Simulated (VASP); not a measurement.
# ZnSe5 (P6/mmm) in VASP: notebook

ZnSe5 is run at these levels: PBE; tasks: single point.

All numbers are computed with VASP 6.6.1; they aren't measurements. Logs are shortened: lines on timing, memory, paths and dates and some standing lists are left out, and cuts for length are marked.

**1. The cell of the first run**

The structure is hexagonal, space group P6/mmm (No. 191). Conventional cell: a = 4.660 Å, b = 4.660 Å, c = 6.845 Å, α = 90.00°, β = 90.00°, γ = 120.00°. Zn (site symmetry 6/mmm) has 14 Se at 3.16 to 3.42 Å within 4.2 Å. Se (site symmetry 3m) has 8 Se at 2.69 to 3.52 Å and 3 Zn at 3.16 Å within 3.6 Å. Se (site symmetry 6/mmm) has 12 Se at 3.21 Å and 2 Zn at 3.42 Å within 4.2 Å.

The cell was built from a structure type or drawn by symmetry, and may not be a known phase.

**2. Single point, PBE**

INCAR

```
PREC     = Accurate       # precision mode
ENCUT    = 520            # plane-wave cutoff, eV
EDIFF    = 1E-6           # SCF threshold, eV
ISMEAR   = 0              # smearing method
SIGMA    = 0.1            # smearing width, eV
LREAL    = F              # projectors in reciprocal space
LASPH    = T              # aspherical terms in the spheres
NELM     = 100            # most SCF steps
ALGO     = Normal         # electronic algorithm
ISIF     = 2              # what is computed and relaxed
LWAVE    = F              # write WAVECAR
LCHARG   = T              # write CHGCAR
GGA      = PE             # functional
LELF     = T              # ELF
LVHAR    = T            
NBANDS   = 30             # bands
```

KPOINTS

```
regular mesh
0
Gamma
  6 6 2
```

POSCAR

```
ZnSe5
1.0
    4.6599474347      0.0000000000      0.0000000000
   -2.3299737174      4.0356328588      0.0000000000
    0.0000000000      0.0000000000      6.8447662983
Zn Se
1 5
Direct
    0.0000000000      0.0000000000      0.0000000000
    0.3333333333      0.6666666667      0.7569409608
    0.3333333333      0.6666666667      0.2430590392
    0.6666666667      0.3333333333      0.2430590392
    0.6666666667      0.3333333333      0.7569409608
    0.0000000000      0.0000000000      0.5000000000
```

Potentials or basis: VASP PAW PBE potentials, release 64 (Zn, Se).

On the command line:

```bash
cat potpaw_PBE.64/Zn/POTCAR potpaw_PBE.64/Se/POTCAR > POTCAR
mpirun -np 1 vasp_std > vasp.out
```

OUTCAR:

```text
PREC = Accurate
   ENCUT = 520
   EDIFF = 1E-6
   ISMEAR = 0
   LREAL = F
   LASPH = T
   NELM = 100
   ISIF = 2
   GGA = PE

 ion  position               nearest neighbor table
   1  0.000  0.000  0.000-
   2  0.333  0.667  0.757-   5 2.69   5 2.69   5 2.69
   3  0.333  0.667  0.243-   4 2.69   4 2.69   4 2.69
   4  0.667  0.333  0.243-   3 2.69   3 2.69   3 2.69
   5  0.667  0.333  0.757-   2 2.69   2 2.69   2 2.69
   6  0.000  0.000  0.500-

  LATTYP: Found a hexagonal cell.
 ALAT       =     4.6599474347
 C/A-ratio  =     1.4688505384

  Lattice vectors:

 A1 = (   4.6599474347,   0.0000000000,   0.0000000000)
 A2 = (  -2.3299737174,   4.0356328588,   0.0000000000)
 A3 = (   0.0000000000,   0.0000000000,   6.8447662983)

Analysis of symmetry for initial positions (statically):
=====================================================================
 Subroutine PRICEL returns:
 Original cell was already a primitive cell.

 Routine SETGRP: Setting up the symmetry group for a
 hexagonal supercell.

 Subroutine GETGRP returns: Found 24 space group operations
 (whereof 24 operations were pure point group operations)
 out of a pool of 24 trial point group operations.

The static configuration has the point symmetry D_6h.

Analysis of symmetry for dynamics (positions and initial velocities):
=====================================================================
 Subroutine PRICEL returns:
 Original cell was already a primitive cell.

 Routine SETGRP: Setting up the symmetry group for a
 hexagonal supercell.

 Subroutine GETGRP returns: Found 24 space group operations
 (whereof 24 operations were pure point group operations)
 out of a pool of 24 trial point group operations.

The dynamic configuration has the point symmetry D_6h.

 Subroutine INISYM returns: Found 24 space group operations
 (whereof 24 operations are pure point group operations),
 and found     1 'primitive' translations

----------------------------------------------------------------------------------------

                                     Primitive cell

  volume of cell :     128.7216

  direct lattice vectors                    reciprocal lattice vectors
     4.659947435  0.000000000  0.000000000     0.214594695  0.123896305  0.000000000
    -2.329973717  4.035632859  0.000000000     0.000000000  0.247792610  0.000000000
     0.000000000  0.000000000  6.844766298     0.000000000  0.000000000  0.146097026

  length of vectors
     4.659947435  4.659947435  6.844766298     0.247792610  0.247792610  0.146097026

  position of ions in fractional coordinates (direct lattice)
     0.000000000  0.000000000  0.000000000
     0.333333333  0.666666667  0.756940961
     0.333333333  0.666666667  0.243059039
     0.666666667  0.333333333  0.243059039
     0.666666667  0.333333333  0.756940961
     0.000000000  0.000000000  0.500000000

  ion indices of the primitive-cell ions
   primitive index   ion index
                 1           1
                 2           2
                 3           3
                 4           4
                 5           5
                 6           6

----------------------------------------------------------------------------------------

 KPOINTS: regular mesh

Automatic generation of k-mesh.
 Grid dimensions read from file:
 generate k-points for:    6    6    2

 Generating k-lattice:

  Cartesian coordinates                     Fractional coordinates (reciprocal lattice)
     0.035765783  0.020649384  0.000000000     0.166666667  0.000000000  0.000000000
     0.000000000  0.041298768  0.000000000     0.000000000  0.166666667  0.000000000
     0.000000000  0.000000000  0.073048513     0.000000000  0.000000000  0.500000000

  Length of vectors
     0.041298768  0.041298768  0.073048513

  Shift w.r.t. Gamma in fractional coordinates (k-lattice)
     0.000000000  0.000000000  0.000000000

 Subroutine IBZKPT returns following result:
 ===========================================

 Found     14 irreducible k-points:

 Following reciprocal coordinates:
            Coordinates               Weight
  0.000000  0.000000  0.000000      1.000000
  0.166667 -0.000000  0.000000      6.000000
  0.333333 -0.000000  0.000000      6.000000
  0.500000  0.000000  0.000000      3.000000
  0.166667  0.166667  0.000000      6.000000
  0.333333  0.166667  0.000000     12.000000
  0.333333  0.333333  0.000000      2.000000
  0.000000  0.000000  0.500000      1.000000
  0.166667 -0.000000  0.500000      6.000000
  0.333333 -0.000000  0.500000      6.000000
  0.500000  0.000000  0.500000      3.000000
  0.166667  0.166667  0.500000      6.000000
  0.333333  0.166667  0.500000     12.000000
  0.333333  0.333333  0.500000      2.000000
   k-points           NKPTS =     14   k-points in BZ     NKDIM =     14   number of bands    NBANDS=     30
   number of dos      NEDOS =    301   number of ions     NIONS =      6
   total plane-waves  NPLWV =  69984
   dimension x,y,z NGX =    36 NGY =   36 NGZ =   54
   dimension x,y,z NGXF=    72 NGYF=   72 NGZF=  108
   ions per type =               1   5
   NGX,Y,Z   is equivalent  to a cutoff of  12.84, 12.84, 13.12 a.u.
   NGXF,Y,Z  is equivalent  to a cutoff of  25.69, 25.69, 26.23 a.u.
 SYSTEM =  unknown system
   PREC   = accura    normal or accurate (medium, high low for compatibility)
   ISTART =      0    job   : 0-new  1-cont  2-samecut
   ICHARG =      2    charge: 1-file 2-atom 10-const
   ISPIN  =      1    spin polarized calculation?
   LNONCOLLINEAR =      F non collinear calculations
   LSORBIT =      F    spin-orbit coupling
   LASPH  =      T    aspherical Exc in radial PAW
   ENCUT  =  520.0 eV  38.22 Ry    6.18 a.u.   8.66  8.66 12.73*2*pi/ulx,y,z
   NELM   =    100;   NELMIN=  2; NELMDL= -5     # of ELM steps
   EDIFF  = 0.1E-05   stopping-criterion for ELM
   LREAL  =      F    real-space projection
   EDIFFG = 0.1E-04   stopping-criterion for IOM
   NSW    =      0    number of steps for IOM
   IBRION =     -1    ionic relax: 0-MD 1-quasi-New 2-CG
   NFREE  =      0    steps in history (QN), initial steepest desc. (CG)
   ISIF   =      2    stress and relaxation
   ISYM   =      2    0-nonsym 1-usesym 2-fastsym
   POTIM  = 0.5000    time-step for ionic-motion
   TEBEG  =    0.0;   TEEND  =   0.0 temperature during run
   PSTRESS=    0.0 pullay stress
   NELECT =      42.0000    total number of electrons
   NUPDOWN=      -1.0000    fix difference up-down
   EMIN   =  10.00;   EMAX   =-10.00  energy-range for DOS
   EFERMI =   0.00;   METHOD = LEGACY
   ISMEAR =     0;   SIGMA  =   0.10  broadening in eV -4-tet -1-fermi 0-gaus
   EFERMI_NEDOS =   21; number of points for ismear=-14 and -15
   IALGO  =     38    algorithm
   IMIX   =      4    mixing-type and parameters
     AMIX     =   0.40;   BMIX     =  1.00
     AMIX_MAG =   1.60;   BMIX_MAG =  1.00
  volume/ion in A,a.u.               =      21.45       144.78
  Fermi-wavevector in a.u.,A,eV,Ry     =   1.127044  2.129804 17.282500  1.270228
  Thomas-Fermi vector in A             =   2.263728
   LORBIT       =      0    0 simple, 1 ext, 2 COOP (PROOUT), +10 PAW based schemes
   GGA     = PE    functional components
   LHFCALC =     F    Hartree Fock is set to
   AEXX    =    0.0000 exact exchange contribution
   IVDW    =     0    specifies the selected vdW correction
   LEPSILON=     F    determine dielectric tensor
   LRPA    =     F    only Hartree local field effects (RPA)
 non-spin polarized calculation
 Gauss-broadening in eV      SIGMA  =   0.10
  energy-cutoff  :      520.00
  volume of cell :      128.72
 maximum number of plane-waves:      3499
 NGX is ok and might be reduce to    36
   NGX = 17   NGY = 17   NGZ = 25

 number of electron      41.9999991 magnetization

 Free energy of the ion-electron system (eV)
  ---------------------------------------------------
  ext. energy  EPLUGINS =         0.00000000
  ---------------------------------------------------
  free energy    TOTEN  =       -15.58675839 eV

  energy without entropy =      -15.56775011  energy(sigma->0) =      -15.57725425

 E-fermi :   4.3567     XC(G=0): -10.2016

 val. band max:        4.3327646299   @ k =   0.0000   0.0000   0.0000
 cond. band min:       4.3716646030   @ k =   0.0000   0.0000   0.5000
 fundamental gap:      0.0388999731
 Fermi energy:         4.3567458871

 k-point     1 :       0.0000    0.0000    0.0000
  band No.  band energies     occupation
      1     -11.4123      2.00000
      2     -10.4620      2.00000
      3      -7.7198      2.00000
      4      -6.7423      2.00000
      5      -6.1545      2.00000
      6      -2.6271      2.00000
[... 22 lines left out ...]
     29       9.5994      0.00000
     30      10.4965      0.00000

 k-point     2 :       0.1667   -0.0000    0.0000
  band No.  band energies     occupation
      1     -11.2147      2.00000
      2     -10.2902      2.00000
      3      -7.7705      2.00000
      4      -7.2055      2.00000
      5      -6.6037      2.00000
      6      -2.6075      2.00000
[... 22 lines left out ...]
     29       9.7665      0.00000
     30      10.4060      0.00000

 k-point     3 :       0.3333   -0.0000    0.0000
  band No.  band energies     occupation
      1     -10.6532      2.00000
      2      -9.8173      2.00000
      3      -8.3834      2.00000
      4      -7.7036      2.00000
      5      -7.5393      2.00000
      6      -2.6228      2.00000
[... 22 lines left out ...]
     29      10.3052      0.00000
     30      10.8563      0.00000

 k-point     4 :       0.5000    0.0000    0.0000
  band No.  band energies     occupation
      1     -10.0697      2.00000
      2      -9.3948      2.00000
      3      -9.1626      2.00000
      4      -8.1613      2.00000
      5      -7.7544      2.00000
      6      -2.6485      2.00000
[... 286 lines left out ...]
     29       9.6128      0.00000
     30      11.8709      0.00000

 k-point    13 :       0.3333    0.1667    0.5000
  band No.  band energies     occupation
      1      -9.8336      2.00000
      2      -9.8059      2.00000
      3      -8.5924      2.00000
      4      -8.5535      2.00000
      5      -7.8701      2.00000
      6      -2.5899      2.00000
[... 22 lines left out ...]
     29      10.5178      0.00000
     30      11.9591      0.00000

 k-point    14 :       0.3333    0.3333    0.5000
  band No.  band energies     occupation
      1      -9.2253      2.00000
      2      -9.2253      2.00000
      3      -9.1065      2.00000
      4      -9.1065      2.00000
      5      -8.2488      2.00000
      6      -2.8539      2.00000
[... 22 lines left out ...]
     29      10.4485      0.00000
     30      12.3431      0.00000

------------------------ aborting loop because EDIFF is reached ----------------------------------------

  FORCE on cell =-STRESS in cart. coord.  units (eV):
  Direction    XX          YY          ZZ          XY          YZ          ZX
  --------------------------------------------------------------------------------------
  -------------------------------------------------------------------------------------
  Total        0.0849316      0.0849316     -0.1702526     -0.0000000     -0.0000000      0.0000000
  in kB        1.0571307      1.0571307     -2.1191073     -0.0000000     -0.0000000      0.0000000
  external PRESSURE =      -0.0016153 kB  Pullay stress =       0.0000000 kB

 VOLUME and BASIS-vectors are now :
 -----------------------------------------------------------------------------
  energy-cutoff  :      520.00
  volume of cell :      128.72
      direct lattice vectors                 reciprocal lattice vectors
     4.659947435  0.000000000  0.000000000     0.214594695  0.123896305  0.000000000
    -2.329973717  4.035632859  0.000000000     0.000000000  0.247792610  0.000000000
     0.000000000  0.000000000  6.844766298     0.000000000  0.000000000  0.146097026

 POSITION                                       TOTAL-FORCE (eV/Angst)
 -----------------------------------------------------------------------------------
      0.00000      0.00000      0.00000         0.000000      0.000000      0.000000
     -0.00000      2.69042      5.18108        -0.000000     -0.000000     -0.030788
     -0.00000      2.69042      1.66368        -0.000000      0.000000      0.030788
      2.32997      1.34521      1.66368        -0.000000     -0.000000      0.030788
      2.32997      1.34521      5.18108         0.000000     -0.000000     -0.030788
      0.00000      0.00000      3.42238         0.000000      0.000000      0.000000
 -----------------------------------------------------------------------------------
    total drift:                               -0.000000     -0.000000     -0.000000

  FREE ENERGIE OF THE ION-ELECTRON SYSTEM (eV)
  ---------------------------------------------------
  free  energy   TOTEN  =       -15.5867583908 eV

  energy  without entropy=      -15.5677501107  energy(sigma->0) =      -15.57725425
```

Run time: 28 s. Hardware: 1 thread of Intel Xeon 6975P-C (Granite Rapids), shared host; peak memory 0.25 GiB.

Results:

| Quantity | Value |
| --- | --- |
| Free energy | -15.5868 eV |
| Pressure | 0.0 GPa |
| Largest force | 0.031 eV/Å |
| Band gap on the k mesh | zero (bands 21 and 22 overlap by 1.15 eV) |

Forces in eV/Å, atoms in the order of the input:
```
Zn   0.000  0.000  0.000
Se   0.000  0.000 -0.031
Se   0.000  0.000  0.031
Se   0.000  0.000  0.031
Se   0.000  0.000 -0.031
Se   0.000  0.000  0.000
```

Stress tensor (GPa, compression positive):
```
 0.11  0.00  0.00
 0.00  0.11  0.00
 0.00  0.00 -0.21
```

Caveat: the k points lie up to 0.46 Å⁻¹ apart, too coarse for converged energies and pressures of a metal.

**3. Single point, PBE**

This run uses another cell than the first one, of 30.20 Å³/atom.

INCAR

```
PREC = Accurate ; ENCUT = 520
EDIFF = 1E-6 ; ISMEAR = 0
SIGMA = 0.1 ; LREAL = F
LASPH = T ; NELM = 60
ALGO = Normal ; ISIF = 2
LWAVE = F ; LCHARG = F
GGA = PE ; NBANDS = 30
```

KPOINTS

```
Automatic mesh
0
Gamma
  6 6 2
```

POSCAR

```
ZnSe5
1.0
    4.9956578600      0.0000000000      0.0000000000
   -2.4978289300      4.3263666200      0.0000000000
    0.0000000000      0.0000000000      8.3828507500
Zn Se
1 5
Direct
    0.0000000000      0.0000000000      0.0000000000
    0.3333333300      0.6666666700      0.7627830200
    0.3333333300      0.6666666700      0.2372169800
    0.6666666700      0.3333333300      0.2372169800
    0.6666666700      0.3333333300      0.7627830200
    0.0000000000      0.0000000000      0.5000000000
```

Potentials or basis: VASP PAW PBE potentials, release 64 (Zn, Se).

On the command line:

```bash
cat potpaw_PBE.64/Zn/POTCAR potpaw_PBE.64/Se/POTCAR > POTCAR
mpirun -np 1 vasp_std > vasp.out
```

It took 43 s on 1 thread of Intel Xeon 6975P-C (Granite Rapids), shared host; peak memory 0.33 GiB.

Results (log left out):

```yaml
Free_energy: -13.9861 eV
Pressure: -7.6 GPa
Largest_force: 0.108 eV/Å
Band_gap_on_the_k_mesh: zero (bands 21 and 22 overlap by 0.64 eV)
```

Forces in eV/Å, atoms in the order of the input:
```
Zn   0.000  0.000  0.000
Se   0.000  0.000 -0.108
Se   0.000  0.000  0.108
Se   0.000  0.000  0.108
Se   0.000  0.000 -0.108
Se   0.000  0.000  0.000
```

Stress tensor (GPa, compression positive):
```
-8.75  0.00  0.00
 0.00 -8.75  0.00
 0.00  0.00 -5.39
```

Levels at points of the mesh, in eV from the Fermi level:
```csv
k point,band 19,band 20,band 21,band 22,band 23,band 24
"(0.00, 0.00, 0.00)",-0.43,-0.36,-0.16,0.07,0.07,0.59
"(0.50, 0.00, 0.00)",-0.55,-0.51,0.10,0.16,0.46,0.67
"(0.00, 0.00, 0.50)",-1.28,-0.34,-0.34,-0.07,0.29,0.87
"(0.50, 0.00, 0.50)",-0.48,-0.16,0.08,0.29,0.31,0.87
```

Caveat: the k points lie up to 0.37 Å⁻¹ apart, too coarse for converged energies and pressures of a metal; semilocal functionals underestimate gaps, so a narrow gap can read as zero.
